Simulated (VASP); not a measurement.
# Al16O23 (a cell with a defect) in VASP: notebook, part 2 of 2

VASP 6.6.1. Earlier steps stand in the parts before.

## Step 3: Single point, PBEsol

The input, INCAR:

```
  PREC = Accurate
  ENCUT = 520
  EDIFF = 1E-6
  ISMEAR = 0
  SIGMA = 0.05
  LREAL = Auto
  LASPH = True
  NELM = 80
  ALGO = Normal
  ISIF = 2
  LWAVE = False
  LCHARG = True
  GGA = PS
  LELF = True
  LVHAR = True
  NELECT = 184.0
  NBANDS = 118
```

The input, KPOINTS:

```
Automatic mesh
0
Gamma
  2 2 2
```

The input, POSCAR:

```
Al16O23
1.0
   -4.7537000000     -2.7445500000      4.3241670000
    4.7537000000     -2.7445500000      4.3241670000
    0.0000000000      5.4891000000      4.3241670000
Al O
16 23
Direct
    0.3502412045      0.3526235593      0.3555467176
    0.1444532088      0.1473764054      0.1497587888
    0.6474931399      0.6460132400      0.6481836612
    0.8518163591      0.8539868789      0.8525068366
    0.8219281849      0.8649241670      0.3415697696
    0.6442953730      0.6423562519      0.1434874054
    0.1454520621      0.1458738388      0.6489062872
    0.3585789996      0.3409146540      0.8528633668
    0.8539734877      0.3503211748      0.8491107679
    0.6508891788      0.1496789636      0.6460265427
    0.1517539775      0.6374264010      0.1291814702
    0.3708185684      0.8625736223      0.3482460762
    0.3565126024      0.8576437213      0.8557045305
    0.1584302861      0.6350758464      0.6780718617
    0.6471366258      0.1590852132      0.1414210250
    0.8510936757      0.3541262609      0.3545479909
    0.5988156381      0.4025241178      0.7489927359
    0.7527939189      0.6045035346      0.4012879572
    0.3956224816      0.7499096685      0.5912525300
    0.3905971904      0.6045301268      0.2589937655
    0.2483845282      0.4021308731      0.5982397924
    0.5957560321      0.2520195742      0.4015903409
    0.0987120891      0.8954964886      0.7472061271
    0.2435781023      0.0898225014      0.4045593316
    0.9033988527      0.2500000266      0.5966010629
    0.9017601535      0.0978690791      0.2516154580
    0.7505396422      0.9019976644      0.5921401076
    0.2410062028      0.8954698837      0.1094027151
    0.0954405800      0.4101775218      0.2564218472
    0.2663036641      0.5909684515      0.9036064537
    0.9087474835      0.7500904374      0.1043775146
    0.9078599250      0.5980023403      0.7494604362
    0.7503120490      0.4042939999      0.0955105631
    0.0984095527      0.2479804133      0.9042439710
    0.5963935432      0.9090314884      0.2336962836
    0.7510073291      0.0974759746      0.9011843201
    0.3990573963      0.2500000305      0.1009425153
    0.4044893733      0.0957061098      0.7496880205
    0.5991467708      0.7500000009      0.9008532860
```

Potentials or basis: VASP PAW PBE potentials, release 64 (Al, O).

Launch:

```console
$ cat potpaw_PBE.64/Al/POTCAR potpaw_PBE.64/O/POTCAR > POTCAR
$ mpirun -np 1 vasp_std > vasp.out
```

Run time: 14 min. Hardware: 1 thread of Intel Xeon 8259CL, shared host; peak memory 0.45 GiB.

Results (log left out):

| Property | Result |
| --- | --- |
| Free energy | -320.1058 eV |
| Largest force | 0.019 eV/Å |

Forces in eV/Å, atoms in the order of the input:
```
Al   0.003  0.003  0.000
Al   0.001  0.004  0.000
Al   0.002  0.005  0.000
Al   0.004  0.005  0.000
Al  -0.010 -0.009  0.010
Al   0.015 -0.005  0.001
Al  -0.003  0.001 -0.008
Al   0.009 -0.006  0.015
Al   0.000  0.000  0.008
Al   0.000  0.001 -0.008
Al   0.002  0.002  0.004
Al   0.001  0.003 -0.004
Al  -0.012  0.011 -0.001
Al  -0.003 -0.013 -0.010
Al  -0.010  0.005 -0.015
Al   0.002 -0.002  0.008
O    0.004 -0.004  0.002
O   -0.008  0.001 -0.009
O   -0.002 -0.001  0.001
O    0.003  0.005  0.001
O   -0.002 -0.005 -0.009
O    0.003  0.000 -0.003
O    0.005 -0.006  0.009
O    0.010  0.006  0.003
O   -0.002 -0.004  0.000
O   -0.004 -0.004  0.009
O   -0.003  0.006  0.012
O    0.003  0.005 -0.001
O    0.001  0.011 -0.003
O   -0.006 -0.001  0.003
O    0.001 -0.002 -0.001
O    0.007  0.001 -0.012
O   -0.004 -0.005  0.002
O   -0.002  0.002  0.003
O    0.002 -0.006 -0.003
O   -0.005  0.002 -0.002
O    0.004  0.007  0.000
O   -0.002 -0.006 -0.002
O   -0.005 -0.009  0.000
```

Levels at points of the mesh, in eV from the Fermi level:
| k point | band 88 | band 89 | band 90 | band 91 | band 92 | band 93 | band 94 | band 95 | band 96 | band 97 |
| --- | --- | --- | --- | --- | --- | --- | --- | --- | --- | --- |
| (0.00, 0.00, 0.00) | -0.57 | -0.56 | -0.40 | -0.38 | -0.31 | 2.84 | 6.52 | 7.25 | 7.84 | 8.17 |
| (0.50, 0.00, 0.00) | -0.77 | -0.63 | -0.56 | -0.50 | -0.41 | 3.25 | 6.55 | 7.41 | 7.80 | 8.13 |
| (0.00, 0.50, 0.00) | -0.75 | -0.74 | -0.70 | -0.46 | -0.37 | 3.14 | 6.94 | 7.39 | 7.70 | 7.85 |
| (0.50, 0.50, 0.00) | -0.67 | -0.63 | -0.57 | -0.51 | -0.40 | 3.30 | 6.93 | 7.38 | 7.82 | 8.24 |
| (0.50, 0.00, 0.50) | -0.68 | -0.60 | -0.59 | -0.47 | -0.38 | 3.34 | 6.86 | 7.31 | 8.25 | 8.26 |
| (0.50, 0.50, 0.50) | -0.62 | -0.57 | -0.48 | -0.43 | -0.42 | 3.35 | 6.99 | 7.54 | 7.81 | 8.40 |

Caveat: the k points lie up to 0.45 Å⁻¹ apart; the cell carries a net charge on a neutralising background, which shifts energy and pressure; the cell is charged against a uniform background, so pressure and absolute levels hang on convention; the PAW data sets were made with another functional, which shifts forces and pressure a little.

## Step 4: Single point, PBEsol

The input, INCAR:

```
SYSTEM = Al16O23
ALGO     = Normal         ! electronic algorithm
EDIFF    = 1E-6           ! SCF threshold, eV
ENCUT    = 520            ! plane-wave cutoff, eV
GGA      = PS             ! functional
ISIF     = 2              ! what is computed and relaxed
ISMEAR   = 0              ! smearing method
LASPH    = .True.         ! aspherical terms in the spheres
LCHARG   = .True.         ! write CHGCAR
LELF     = .True.         ! ELF
LREAL    = Auto         
LVHAR    = .True.       
LWAVE    = .False.        ! write WAVECAR
NBANDS   = 118            ! bands
NELECT   = 184.0        
NELM     = 80             ! most SCF steps
PREC     = Accurate       ! precision mode
SIGMA    = 0.05           ! smearing width, eV
```

The input, KPOINTS:

```
k-points
0
Gamma
  2 2 2
  0 0 0
```

POSCAR is that of step 3.

Potentials or basis: VASP PAW PBE potentials, release 64 (Al, O).

Launch:

```console
$ cat potpaw_PBE.64/Al/POTCAR potpaw_PBE.64/O/POTCAR > POTCAR
$ mpirun -np 1 vasp_std > vasp.out
```

OUTCAR:

```text
SYSTEM = Al16O23
   EDIFF = 1E-6
   ENCUT = 520
   GGA = PS
   ISIF = 2
   ISMEAR = 0
   LASPH = .True.
   LREAL = Auto
   NELECT = 184.0
   NELM = 80
   PREC = Accurate

 ion  position               nearest neighbor table
   1  0.350  0.353  0.356-  21 1.84  22 1.85  20 1.87  29 1.96  37 1.96  24 2.03   2 2.67   7 2.79
                            15 2.79  11 2.80   6 3.20  10 3.21  14 3.25
   2  0.144  0.147  0.150-  26 1.84  34 1.85  28 1.87  24 1.96  37 1.96  29 2.03   1 2.67  16 2.79
                             8 2.79  12 2.80  13 3.20   9 3.21   5 3.25
   3  0.647  0.646  0.648-  17 1.84  18 1.86  19 1.91  39 1.96  27 1.98  32 2.00   4 2.67   9 2.78
[... 950 lines left out ...]
  in kB      -58.3608765    -56.3085262    -80.3202966      1.7773884      6.5001530    -11.2585949
  external PRESSURE =     -64.9965664 kB  Pullay stress =       0.0000000 kB

 VOLUME and BASIS-vectors are now :
 -----------------------------------------------------------------------------
  energy-cutoff  :      520.00
  volume of cell :      338.50
      direct lattice vectors                 reciprocal lattice vectors
    -4.753700000 -2.744550000  4.324167000    -0.105181227 -0.060726409  0.077086138
     4.753700000 -2.744550000  4.324167000     0.105181227 -0.060726409  0.077086138
     0.000000000  5.489100000  4.324167000     0.000000000  0.121452819  0.077086138

 POSITION                                       TOTAL-FORCE (eV/Angst)
 -----------------------------------------------------------------------------------
      0.01133      0.02258      4.57675         0.002828      0.002904     -0.000267
      0.01390      0.02110      1.90950         0.001101      0.003901      0.000267
     -0.00704      0.00785      8.39619         0.002113      0.005378     -0.000358
      0.01032     -0.00217     11.06256         0.003601      0.004519      0.000358
      0.20439     -2.75474      8.77124        -0.009953     -0.008755      0.010429
     -0.00922     -2.74366      6.18416         0.015143     -0.004561      0.000849
[... 31 lines left out ...]
     -1.46786      2.74230      5.40471        -0.002384     -0.005848     -0.002363
      0.71711      1.24207      9.72938        -0.005045     -0.008737     -0.000000
 -----------------------------------------------------------------------------------
    total drift:                                0.020280      0.042732     -0.005293

  FREE ENERGIE OF THE ION-ELECTRON SYSTEM (eV)
  ---------------------------------------------------
  free  energy   TOTEN  =      -320.1058157204 eV

  energy  without entropy=     -320.1058157204  energy(sigma->0) =     -320.10581572
```

stdout:

```text
POSCAR found type information on POSCAR AlO
 POSCAR found :  2 types and      39 ions
 scaLAPACK will be used
 -----------------------------------------------------------------------------
|                                                                             |
|                                                                             |
|     You enforced a specific xc type in the INCAR file but a different       |
|     I HOPE YOU KNOW WHAT YOU ARE DOING!                                     |
|                                                                             |
 -----------------------------------------------------------------------------

 LDA part: xc-table for (Slater+PW92), standard interpolation
 POSCAR, INCAR and KPOINTS ok, starting setup
 FFT: planning ... GRIDC
 FFT: planning ... GRID_SOFT
 FFT: planning ... GRID
 WAVECAR not read
 entering main loop
 the old and the new charge density differ
 old charge density:   186.00000 new  184.00000
    0.324E+01
```

It took 14 min on 1 thread of Intel Xeon 8259CL, shared host; peak memory 0.46 GiB.

What came out:

- Free energy: -320.1058 eV
- Largest force: 0.019 eV/Å

Forces in eV/Å, atoms in the order of the input:
```
Al   0.003  0.003  0.000
Al   0.001  0.004  0.000
Al   0.002  0.005  0.000
Al   0.004  0.005  0.000
Al  -0.010 -0.009  0.010
Al   0.015 -0.005  0.001
Al  -0.003  0.001 -0.008
Al   0.009 -0.006  0.015
Al   0.000  0.000  0.008
Al   0.000  0.001 -0.008
Al   0.002  0.002  0.004
Al   0.001  0.003 -0.004
Al  -0.012  0.011 -0.001
Al  -0.003 -0.013 -0.010
Al  -0.010  0.005 -0.015
Al   0.002 -0.002  0.008
O    0.004 -0.004  0.002
O   -0.008  0.001 -0.009
O   -0.002 -0.001  0.001
O    0.003  0.005  0.001
O   -0.002 -0.005 -0.009
O    0.003  0.000 -0.003
O    0.005 -0.006  0.009
O    0.010  0.006  0.003
O   -0.002 -0.004  0.000
O   -0.004 -0.004  0.009
O   -0.003  0.006  0.012
O    0.003  0.005 -0.001
O    0.001  0.011 -0.003
O   -0.006 -0.001  0.003
O    0.001 -0.002 -0.001
O    0.007  0.001 -0.012
O   -0.004 -0.005  0.002
O   -0.002  0.002  0.003
O    0.002 -0.006 -0.003
O   -0.005  0.002 -0.002
O    0.004  0.007  0.000
O   -0.002 -0.006 -0.002
O   -0.005 -0.009  0.000
```

Levels at points of the mesh, in eV from the Fermi level:
```tsv
k point	band 89	band 90	band 91	band 92	band 93	band 94	band 95	band 96
(0.00, 0.00, 0.00)	-0.56	-0.40	-0.38	-0.31	2.84	6.52	7.25	7.84
(0.50, 0.00, 0.00)	-0.63	-0.56	-0.50	-0.41	3.25	6.55	7.41	7.80
(0.00, 0.50, 0.00)	-0.74	-0.70	-0.46	-0.37	3.14	6.94	7.39	7.70
(0.50, 0.50, 0.00)	-0.63	-0.57	-0.51	-0.40	3.30	6.93	7.38	7.82
(0.50, 0.00, 0.50)	-0.60	-0.59	-0.47	-0.38	3.34	6.86	7.31	8.25
(0.50, 0.50, 0.50)	-0.57	-0.48	-0.43	-0.42	3.35	6.99	7.54	7.81
```

Caveat: the k points lie up to 0.45 Å⁻¹ apart; the cell carries a net charge on a neutralising background, which shifts energy and pressure; the cell is charged against a uniform background, so pressure and absolute levels hang on convention; the PAW data sets were made with another functional, which shifts forces and pressure a little.

## Step 5: Single point, PBEsol

The input, INCAR:

```
SYSTEM = Al16O23
PREC     = Accurate       ! precision mode
ENCUT    = 520            ! plane-wave cutoff, eV
EDIFF    = 1E-7           ! SCF threshold, eV
ISMEAR   = 0              ! smearing method
SIGMA    = 0.05           ! smearing width, eV
LREAL    = Auto         
LASPH    = .True.         ! aspherical terms in the spheres
NELM     = 60             ! most SCF steps
ALGO     = Normal         ! electronic algorithm
ISIF     = 2              ! what is computed and relaxed
LWAVE    = .False.        ! write WAVECAR
LCHARG   = .False.        ! write CHGCAR
GGA      = PS             ! functional
NBANDS   = 118            ! bands
NELECT   = 184.0
```

The input, KPOINTS:

```
regular mesh
0
Gamma
  2 2 2
  0 0 0
```

The input, POSCAR:

```
Al16O23
1.0
   -4.7537000000     -2.7445500000      4.3241670000
    4.7537000000     -2.7445500000      4.3241670000
    0.0000000000      5.4891000000      4.3241670000
Al O
16 23
Direct
    0.3582020430      0.3554382036      0.3559036771
    0.1356565953      0.1778141081      0.1578319086
    0.6596298834      0.6411788816      0.6465131587
    0.8546852454      0.8542994463      0.8504694239
    0.8531900103      0.8552906739      0.3496099082
    0.6479305914      0.6495162204      0.1438365918
    0.1465756923      0.1479152074      0.6468873512
    0.3545579387      0.3522440668      0.8512119028
    0.8508986526      0.3488615079      0.8533608150
    0.6502360540      0.1457765240      0.6502399220
    0.1379697792      0.6289306984      0.1511661150
    0.3631621581      0.8479502418      0.3702099954
    0.3654879092      0.8413076522      0.8213169898
    0.1429259593      0.6432272879      0.6437050359
    0.6464466736      0.1486504783      0.1448224918
    0.8414903984      0.3526225912      0.3579368549
    0.5980324056      0.4009387278      0.7503839512
    0.7505459247      0.6007057479      0.3984151589
    0.4095821732      0.7334172480      0.5957941860
    0.3960327495      0.6091755983      0.2403593955
    0.2505700284      0.4005895395      0.5985494222
    0.5962848002      0.2494128727      0.4038292455
    0.1050820031      0.9009913023      0.7521721003
    0.2504916606      0.0909575535      0.3950338573
    0.9030886269      0.2487352955      0.5981833915
    0.9027162881      0.0979858656      0.2477472441
    0.7525176832      0.9013274418      0.5951107132
    0.1050965885      0.7587524676      0.3899654581
    0.0915571396      0.4033380500      0.2657080880
    0.2506538926      0.6040889910      0.9081767655
    0.9107549838      0.7561850746      0.0948137341
    0.9048344649      0.5952876079      0.7497113189
    0.7485888971      0.4040136733      0.0977914284
    0.0985677837      0.2491772742      0.9072356846
    0.5903809995      0.9043123587      0.2429494117
    0.7505688086      0.0963640212      0.9027591532
    0.3960490662      0.2469488074      0.0981233161
    0.4025742802      0.0918903765      0.7499262430
    0.5984148677      0.7513925147      0.9011429906
```

Launch:

```console
$ cat potpaw_PBE.64/Al/POTCAR potpaw_PBE.64/O/POTCAR > POTCAR
$ mpirun -np 1 vasp_std > vasp.out
```

Wall time 19 min (1 thread of Intel Xeon 8259CL, shared host); peak memory 0.49 GiB.

Results (log left out):

```
Free energy   : -320.1059 eV
Largest force : 0.018 eV/Å
```

Forces in eV/Å, atoms in the order of the input:
```
Al   0.014  0.003  0.001
Al  -0.012  0.005 -0.013
Al   0.007  0.006 -0.016
Al  -0.002 -0.001  0.008
Al   0.003 -0.003  0.000
Al   0.001 -0.006 -0.002
Al   0.001 -0.004  0.000
Al   0.001 -0.008  0.000
Al  -0.001 -0.001  0.006
Al   0.002  0.000 -0.005
Al   0.001 -0.005  0.003
Al   0.006 -0.005 -0.008
Al   0.001  0.014  0.010
Al  -0.010 -0.012  0.002
Al   0.003  0.003 -0.008
Al  -0.009 -0.004  0.015
O   -0.002  0.003  0.000
O    0.002 -0.004  0.002
O   -0.004  0.001 -0.004
O    0.002  0.002  0.000
O   -0.003  0.006 -0.001
O   -0.004  0.007  0.000
O    0.006  0.006 -0.008
O    0.003  0.001  0.001
O   -0.005  0.000  0.000
O   -0.004  0.006 -0.009
O    0.000 -0.004  0.002
O    0.000 -0.001  0.001
O    0.006  0.004  0.005
O    0.000 -0.003 -0.003
O    0.010 -0.003 -0.004
O   -0.003  0.008  0.001
O    0.002 -0.001  0.001
O   -0.001 -0.005 -0.009
O    0.000 -0.011  0.004
O   -0.003  0.006  0.001
O   -0.008 -0.003  0.006
O    0.007  0.000  0.009
O   -0.006  0.003  0.009
```

Levels at points of the mesh, in eV from the Fermi level:
| k point | band 90 | band 91 | band 92 | band 93 | band 94 | band 95 |
| --- | --- | --- | --- | --- | --- | --- |
| (0.00, 0.00, 0.00) | -0.39 | -0.38 | -0.30 | 2.85 | 6.52 | 7.25 |
| (0.50, 0.00, 0.00) | -0.69 | -0.45 | -0.36 | 3.14 | 6.94 | 7.39 |
| (0.00, 0.50, 0.00) | -0.55 | -0.50 | -0.40 | 3.26 | 6.56 | 7.42 |
| (0.00, 0.00, 0.50) | -0.55 | -0.50 | -0.40 | 3.26 | 6.56 | 7.42 |
| (0.50, 0.50, 0.00) | -0.57 | -0.50 | -0.40 | 3.31 | 6.94 | 7.39 |
| (0.50, 0.00, 0.50) | -0.57 | -0.50 | -0.40 | 3.31 | 6.94 | 7.39 |
| (0.00, 0.50, 0.50) | -0.58 | -0.46 | -0.38 | 3.35 | 6.86 | 7.31 |
| (0.50, 0.50, 0.50) | -0.47 | -0.43 | -0.41 | 3.36 | 7.00 | 7.55 |

Caveat: the k points lie up to 0.45 Å⁻¹ apart; the cell carries a net charge on a neutralising background, which shifts energy and pressure; the cell is charged against a uniform background, so pressure and absolute levels hang on convention; the PAW data sets were made with another functional, which shifts forces and pressure a little.
